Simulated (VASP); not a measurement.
# Br (Fd-3m) in VASP: notebook

Br is run at these levels: r2SCAN; tasks: single point.

Everything below comes from runs of VASP 6.6.1. Logs are shortened: lines on timing, memory, paths and dates and some standing lists are left out, and cuts for length are marked.

## (1) The cell of the first run

Symmetry: Fd-3m, No. 227, cubic system. Conventional cell: a = 6.892 Å, b = 6.892 Å, c = 6.892 Å, α = 90.00°, β = 90.00°, γ = 90.00°. Br (site symmetry -43m) has 4 Br at 2.98 Å within 3.9 Å.

## (2) Single point, r2SCAN

The input, POSCAR:

```
Br
1.0
    0.0000000000      3.4460852821      3.4460852821
    3.4460852821      0.0000000000      3.4460852821
    3.4460852821      3.4460852821      0.0000000000
Br
2
Direct
    0.0000000000      0.0000000000      0.0000000000
    0.2500000000      0.2500000000      0.2500000000
```

The input, INCAR.step1:

```
PREC = Accurate ; ENCUT = 520
ISMEAR = -1 ; SIGMA = 0.1
LREAL = F ; LASPH = T
NELM = 100 ; NBANDS = 14
GGA = PE ; ALGO = Normal
EDIFF = 1E-4 ; LWAVE = T
LCHARG = F
```

The input, INCAR.step2:

```
PREC = Accurate ; ENCUT = 520
EDIFF = 1E-7 ; ISMEAR = -1
SIGMA = 0.1 ; LREAL = F
LASPH = T ; NELM = 100
ALGO = Normal ; ISIF = 2
LWAVE = F ; LCHARG = F
METAGGA = R2SCAN ; LMIXTAU = T
NBANDS = 14 ; ISTART = 1
```

The input, KPOINTS:

```
Automatic mesh
0
Gamma
  9 9 9
```

Potentials or basis: VASP PAW PBE potentials, release 64 (Br).

The run is started by

```sh
cat potpaw_PBE.64/Br/POTCAR > POTCAR
cp INCAR.step1 INCAR
mpirun -np 1 vasp_std > vasp.out
cp INCAR.step2 INCAR
mpirun -np 1 vasp_std > vasp.out
```

OUTCAR:

```text
PREC = Accurate
   ENCUT = 520
   EDIFF = 1E-7
   ISMEAR = -1
   LREAL = F
   LASPH = T
   NELM = 100
   ISIF = 2
   METAGGA = R2SCAN
   ISTART = 1

 ion  position               nearest neighbor table
   1  0.000  0.000  0.000-
   2  0.250  0.250  0.250-

  LATTYP: Found a face centered cubic cell.
 ALAT       =     6.8921705642

  Lattice vectors:

 A1 = (   0.0000000000,   3.4460852821,   3.4460852821)
 A2 = (   3.4460852821,   0.0000000000,   3.4460852821)
 A3 = (   3.4460852821,   3.4460852821,   0.0000000000)

Analysis of symmetry for initial positions (statically):
=====================================================================
 Subroutine PRICEL returns:
 Original cell was already a primitive cell.

 Routine SETGRP: Setting up the symmetry group for a
 face centered cubic supercell.

 Subroutine GETGRP returns: Found 48 space group operations
 (whereof 24 operations were pure point group operations)
 out of a pool of 48 trial point group operations.

The static configuration has the point symmetry T_d .
 The point group associated with its full space group is O_h .

Analysis of symmetry for dynamics (positions and initial velocities):
=====================================================================
 Subroutine PRICEL returns:
 Original cell was already a primitive cell.

 Routine SETGRP: Setting up the symmetry group for a
 face centered cubic supercell.

 Subroutine GETGRP returns: Found 48 space group operations
 (whereof 24 operations were pure point group operations)
 out of a pool of 48 trial point group operations.

The dynamic configuration has the point symmetry T_d .
 The point group associated with its full space group is O_h .

 Subroutine INISYM returns: Found 48 space group operations
 (whereof 24 operations are pure point group operations),
 and found     1 'primitive' translations

----------------------------------------------------------------------------------------

                                     Primitive cell

  volume of cell :      81.8480

  direct lattice vectors                    reciprocal lattice vectors
     0.000000000  3.446085282  3.446085282    -0.145092172  0.145092172  0.145092172
     3.446085282  0.000000000  3.446085282     0.145092172 -0.145092172  0.145092172
     3.446085282  3.446085282  0.000000000     0.145092172  0.145092172 -0.145092172

  length of vectors
     4.873500543  4.873500543  4.873500543     0.251307014  0.251307014  0.251307014

  position of ions in fractional coordinates (direct lattice)
     0.000000000  0.000000000  0.000000000
     0.250000000  0.250000000  0.250000000

  ion indices of the primitive-cell ions
   primitive index   ion index
                 1           1
                 2           2

----------------------------------------------------------------------------------------

 KPOINTS: Automatic mesh

Automatic generation of k-mesh.
 Grid dimensions read from file:
 generate k-points for:    9    9    9

 Generating k-lattice:

  Cartesian coordinates                     Fractional coordinates (reciprocal lattice)
    -0.016121352  0.016121352  0.016121352     0.111111111  0.000000000  0.000000000
     0.016121352 -0.016121352  0.016121352     0.000000000  0.111111111  0.000000000
     0.016121352  0.016121352 -0.016121352     0.000000000  0.000000000  0.111111111

  Length of vectors
     0.027923002  0.027923002  0.027923002

  Shift w.r.t. Gamma in fractional coordinates (k-lattice)
     0.000000000  0.000000000  0.000000000

 Subroutine IBZKPT returns following result:
 ===========================================

 Found     35 irreducible k-points:

 Following reciprocal coordinates:
            Coordinates               Weight
  0.000000  0.000000  0.000000      1.000000
  0.111111  0.000000  0.000000      8.000000
  0.222222  0.000000  0.000000      8.000000
  0.333333  0.000000  0.000000      8.000000
  0.444444  0.000000  0.000000      8.000000
  0.111111  0.111111  0.000000      6.000000
[... 16 lines left out ...]
 -0.333333  0.333333  0.000000     12.000000
  0.444444  0.444444  0.000000      6.000000
 [... further k-points ...]
   k-points           NKPTS =     35   k-points in BZ     NKDIM =     35   number of bands    NBANDS=     14
   number of dos      NEDOS =    301   number of ions     NIONS =      2
   total plane-waves  NPLWV =  46656
   dimension x,y,z NGX =    36 NGY =   36 NGZ =   36
   dimension x,y,z NGXF=    72 NGYF=   72 NGZF=   72
   ions per type =               2
   NGX,Y,Z   is equivalent  to a cutoff of  12.28, 12.28, 12.28 a.u.
   NGXF,Y,Z  is equivalent  to a cutoff of  24.56, 24.56, 24.56 a.u.
 SYSTEM =  unknown system
   PREC   = accura    normal or accurate (medium, high low for compatibility)
   ISTART =      1    job   : 0-new  1-cont  2-samecut
   ICHARG =      0    charge: 1-file 2-atom 10-const
   ISPIN  =      1    spin polarized calculation?
   LNONCOLLINEAR =      F non collinear calculations
   LSORBIT =      F    spin-orbit coupling
   LASPH  =      T    aspherical Exc in radial PAW
   ENCUT  =  520.0 eV  38.22 Ry    6.18 a.u.   9.06  9.06  9.06*2*pi/ulx,y,z
   NELM   =    100;   NELMIN=  2; NELMDL=  0     # of ELM steps
   EDIFF  = 0.1E-06   stopping-criterion for ELM
   LREAL  =      F    real-space projection
   EDIFFG = 0.1E-05   stopping-criterion for IOM
   NSW    =      0    number of steps for IOM
   IBRION =     -1    ionic relax: 0-MD 1-quasi-New 2-CG
   NFREE  =      0    steps in history (QN), initial steepest desc. (CG)
   ISIF   =      2    stress and relaxation
   ISYM   =      2    0-nonsym 1-usesym 2-fastsym
   POTIM  = 0.5000    time-step for ionic-motion
   TEBEG  =    0.0;   TEEND  =   0.0 temperature during run
   PSTRESS=    0.0 pullay stress
   NELECT =      14.0000    total number of electrons
   NUPDOWN=      -1.0000    fix difference up-down
   EMIN   =  10.00;   EMAX   =-10.00  energy-range for DOS
   EFERMI =   0.00;   METHOD = LEGACY
   ISMEAR =    -1;   SIGMA  =   0.10  broadening in eV -4-tet -1-fermi 0-gaus
   EFERMI_NEDOS =   21; number of points for ismear=-14 and -15
   IALGO  =     38    algorithm
   IMIX   =      4    mixing-type and parameters
     AMIX     =   0.40;   BMIX     =  1.00
     AMIX_MAG =   1.60;   BMIX_MAG =  1.00
  volume/ion in A,a.u.               =      40.92       276.17
  Fermi-wavevector in a.u.,A,eV,Ry     =   0.908758  1.717303 11.236246  0.825841
  Thomas-Fermi vector in A             =   2.032722
   LORBIT       =      0    0 simple, 1 ext, 2 COOP (PROOUT), +10 PAW based schemes
   METAGGA = R2SCAN    functional components
   LHFCALC =     F    Hartree Fock is set to
   AEXX    =    0.0000 exact exchange contribution
   IVDW    =     0    specifies the selected vdW correction
   LEPSILON=     F    determine dielectric tensor
   LRPA    =     F    only Hartree local field effects (RPA)
 non-spin polarized calculation
  energy-cutoff  :      520.00
  volume of cell :       81.85
 maximum number of plane-waves:      2229
   NGX = 19   NGY = 19   NGZ = 19

 number of electron      13.9999996 magnetization

 Free energy of the ion-electron system (eV)
  ---------------------------------------------------
  ext. energy  EPLUGINS =         0.00000000
  ---------------------------------------------------
  free energy    TOTEN  =       -25.01074515 eV

  energy without entropy =      -24.87021833  energy(sigma->0) =      -24.94048174

 E-fermi :  -1.3013     XC(G=0):  -7.3763

 val. band max:       -1.3066516203   @ k =  -0.2222   0.2222   0.0000
 cond. band min:      -1.2848581631   @ k =   0.4444   0.2222   0.1111
 fundamental gap:      0.0217934571
 Fermi energy:        -1.3013330207

 k-point     1 :       0.0000    0.0000    0.0000
  band No.  band energies     occupation
      1     -17.1347      2.00000
      2     -14.8081      2.00000
      3      -4.2421      2.00000
      4      -4.2421      2.00000
      5      -4.2421      2.00000
      6      -2.2602      1.99986
      7      -2.2602      1.99986
      8      -2.2602      1.99986
      9       4.2699      0.00000
     10       8.3983      0.00000
     11       8.3983      0.00000
     12       9.7582      0.00000
     13       9.7582      0.00000
     14       9.7582      0.00000

 k-point     2 :       0.1111    0.0000    0.0000
  band No.  band energies     occupation
      1     -17.0907      2.00000
      2     -14.8731      2.00000
      3      -4.3044      2.00000
      4      -4.3044      2.00000
      5      -4.2938      2.00000
      6      -2.1969      1.99974
      7      -2.1752      1.99968
      8      -2.1752      1.99968
      9       4.5248      0.00000
     10       8.1260      0.00000
     11       8.1260      0.00000
     12       9.4713      0.00000
     13      10.3306      0.00000
     14      10.3306      0.00000

 k-point     3 :       0.2222    0.0000    0.0000
  band No.  band energies     occupation
      1     -16.9670      2.00000
      2     -15.0493      2.00000
      3      -4.4430      2.00000
      4      -4.4430      2.00000
      5      -4.4361      2.00000
      6      -1.9932      1.99802
      7      -1.9802      1.99775
      8      -1.9802      1.99775
      9       5.1516      0.00000
     10       7.8592      0.00000
     11       7.8592      0.00000
     12       8.9748      0.00000
     13      10.7162      0.00000
     14      11.2932      0.00000

 k-point     4 :       0.3333    0.0000    0.0000
  band No.  band energies     occupation
      1     -16.7944      2.00000
      2     -15.2802      2.00000
      3      -4.6059      2.00000
      4      -4.5773      2.00000
      5      -4.5773      2.00000
      6      -1.7846      1.98419
      7      -1.7846      1.98419
      8      -1.6994      1.96333
      9       5.8357      0.00000
     10       7.8736      0.00000
     11       7.8736      0.00000
     12       8.1559      0.00000
     13      10.5361      0.00000
     14      10.8585      0.00000

 k-point     5 :       0.4444    0.0000    0.0000
  band No.  band energies     occupation
      1     -16.6482      2.00000
      2     -15.4638      2.00000
      3      -4.7166      2.00000
      4      -4.6554      2.00000
      5      -4.6554      2.00000
      6      -1.6682      1.95025
      7      -1.6682      1.95025
      8      -1.4750      1.70044
      9       6.4168      0.00000
     10       7.2243      0.00000
     11       8.0749      0.00000
[... 276 lines left out ...]
 k-point    22 :      -0.4444    0.3333    0.0000
  band No.  band energies     occupation
      1     -16.2976      2.00000
      2     -15.8635      2.00000
      3      -5.2622      2.00000
      4      -4.9942      2.00000
      5      -3.5245      2.00000
      6      -2.7495      2.00000
      7      -1.1094      0.25579
      8      -0.9704      0.07053
      9       5.9454      0.00000
     10       6.4744      0.00000
     11       8.7861      0.00000
     12      10.1026      0.00000
     13      11.0813      0.00000
     14      11.2070      0.00000

 k-point    23 :      -0.3333    0.3333    0.0000
  band No.  band energies     occupation
      1     -16.3605      2.00000
      2     -15.7951      2.00000
      3      -5.3245      2.00000
      4      -4.8927      2.00000
      5      -3.6748      2.00000
      6      -2.4609      1.99998
      7      -1.2770      0.87897
      8      -1.0050      0.09818
      9       5.8902      0.00000
     10       6.7977      0.00000
     11       8.1113      0.00000
     12       9.7774      0.00000
     13      11.3700      0.00000
     14      11.4528      0.00000

 k-point    24 :       0.4444    0.4444    0.0000
  band No.  band energies     occupation
      1     -16.2791      2.00000
      2     -15.8837      2.00000
      3      -5.0939      2.00000
      4      -5.0939      2.00000
      5      -3.3941      2.00000
      6      -3.1533      2.00000
      7      -0.9361      0.05053
      8      -0.9361      0.05053
      9       6.0035      0.00000
     10       6.3299      0.00000
     11      10.0321      0.00000
     12      10.0321      0.00000
     13      10.7189      0.00000
     14      10.7672      0.00000

 [... further k-points ...]

------------------------ aborting loop because EDIFF is reached ----------------------------------------

  FORCE on cell =-STRESS in cart. coord.  units (eV):
  Direction    XX          YY          ZZ          XY          YZ          ZX
  --------------------------------------------------------------------------------------
  -------------------------------------------------------------------------------------
  Total        0.3653793      0.3653793      0.3653793     -0.0000000     -0.0000000      0.0000000
  in kB        7.1523123      7.1523123      7.1523123     -0.0000000     -0.0000000      0.0000000
  external PRESSURE =       7.1523123 kB  Pullay stress =       0.0000000 kB

 VOLUME and BASIS-vectors are now :
 -----------------------------------------------------------------------------
  energy-cutoff  :      520.00
  volume of cell :       81.85
      direct lattice vectors                 reciprocal lattice vectors
     0.000000000  3.446085282  3.446085282    -0.145092172  0.145092172  0.145092172
     3.446085282  0.000000000  3.446085282     0.145092172 -0.145092172  0.145092172
     3.446085282  3.446085282  0.000000000     0.145092172  0.145092172 -0.145092172

 POSITION                                       TOTAL-FORCE (eV/Angst)
 -----------------------------------------------------------------------------------
      0.00000      0.00000      0.00000         0.000000      0.000000     -0.000000
      1.72304      1.72304      1.72304        -0.000000     -0.000000      0.000000
 -----------------------------------------------------------------------------------
    total drift:                                0.000000      0.000000      0.000000

  FREE ENERGIE OF THE ION-ELECTRON SYSTEM (eV)
  ---------------------------------------------------
  free  energy   TOTEN  =       -25.0107451465 eV

  energy  without entropy=      -24.8702183334  energy(sigma->0) =      -24.94048174
```

Run time: 2.3 min. Hardware: 1 thread of AMD EPYC 9R45 (Zen 5), shared host; peak memory 0.18 GiB.

What came out:

* Free energy: -25.0107 eV
* Pressure: 0.7 GPa
* Band gap on the k mesh: zero (band 7 reaches -0.94 eV, above the bottom of band 8 at -2.26 eV)

Caveat: the PAW data sets were made with another functional, which shifts forces and pressure a little.

## (3) Single point, r2SCAN

POSCAR is that of step 2.

The input, INCAR.step1:

```
SYSTEM = Br
ALGO = Normal
EDIFF = 1E-4
ENCUT = 520
GGA = PE
ISMEAR = -1
LASPH = .True.
LCHARG = .False.
LREAL = .False.
LWAVE = .True.
NBANDS = 14
NELM = 80
PREC = Accurate
SIGMA = 0.1
```

The input, INCAR.step2:

```
SYSTEM = Br
ALGO = Normal
EDIFF = 1E-7
ENCUT = 520
ISIF = 2
ISMEAR = -1
ISTART = 1
LASPH = .True.
LCHARG = .True.
LELF = .True.
LMIXTAU = .True.
LREAL = .False.
LVHAR = .True.
LWAVE = .False.
METAGGA = R2SCAN
NBANDS = 14
NELM = 80
PREC = Accurate
SIGMA = 0.1
```

The input, KPOINTS:

```
k-points
0
Gamma
  9 9 9
  0 0 0
```

Potentials or basis: VASP PAW PBE potentials, release 64 (Br).

The run is started by

```sh
cat potpaw_PBE.64/Br/POTCAR > POTCAR
cp INCAR.step1 INCAR
mpirun -np 1 vasp_std > vasp.out
cp INCAR.step2 INCAR
mpirun -np 1 vasp_std > vasp.out
```

Wall time 2.4 min (1 thread of AMD EPYC 9R45 (Zen 5), shared host); peak memory 0.18 GiB.

It converged, with:

```
Free energy            : -25.0107 eV
Pressure               : 0.7 GPa
Band gap on the k mesh : zero (band 7 reaches -0.94 eV, above the bottom of band 8 at -2.26 eV)
```

Levels at points of the mesh, in eV from the Fermi level:
```
           k point  band 4  band 5  band 6  band 7  band 8  band 9  band 10  band 11
(0.00, 0.00, 0.00)   -2.94   -2.94   -0.96   -0.96   -0.96    5.57     9.70     9.70
```

Caveat: the PAW data sets were made with another functional, which shifts forces and pressure a little.

## (4) Single point, r2SCAN

This run uses another cell than the first one, of 42.22 Å³/atom, 1.032 times its volume.

The input, POSCAR:

```
Br
1.0
    0.0000000000      3.4819845874      3.4819845874
    3.4819845874      0.0000000000      3.4819845874
    3.4819845874      3.4819845874      0.0000000000
Br
2
Direct
    0.0000000000      0.0000000000      0.0000000000
    0.2500000000      0.2500000000      0.2500000000
```

The input, INCAR.step1:

```
PREC = Accurate
ENCUT = 520
ISMEAR = -1
SIGMA = 0.1
LREAL = False
LASPH = True
NELM = 80
NBANDS = 14
GGA = PE
ALGO = Normal
EDIFF = 1E-4
LWAVE = True
LCHARG = False
```

The input, INCAR.step2:

```
PREC = Accurate
ENCUT = 520
EDIFF = 1E-7
ISMEAR = -1
SIGMA = 0.1
LREAL = False
LASPH = True
NELM = 80
ALGO = Normal
ISIF = 2
LWAVE = False
LCHARG = False
METAGGA = R2SCAN
LMIXTAU = True
NBANDS = 14
ISTART = 1
```

The input, KPOINTS:

```
regular mesh
0
Gamma
  9 9 9
```

The run is started by

```sh
cat potpaw_PBE.64/Br/POTCAR > POTCAR
cp INCAR.step1 INCAR
mpirun -np 1 vasp_std > vasp.out
cp INCAR.step2 INCAR
mpirun -np 1 vasp_std > vasp.out
```

Wall time 3.4 min (1 thread of AMD EPYC 9R45 (Zen 5), shared host); peak memory 0.22 GiB.

It converged, with:

* Free energy: -25.0178 eV
* Pressure: 0.2 GPa
* Band gap on the k mesh: zero (band 7 reaches -1.21 eV, above the bottom of band 8 at -2.45 eV)

Levels at points of the mesh, in eV from the Fermi level:
```csv
k point,band 3,band 4,band 5,band 6,band 7,band 8,band 9,band 10,band 11,band 12
"(0.00, 0.00, 0.00)",-2.81,-2.81,-2.81,-0.90,-0.90,-0.90,5.62,9.77,9.77,11.08
```

Caveat: the PAW data sets were made with another functional, which shifts forces and pressure a little.

[end of part 1 of 2]
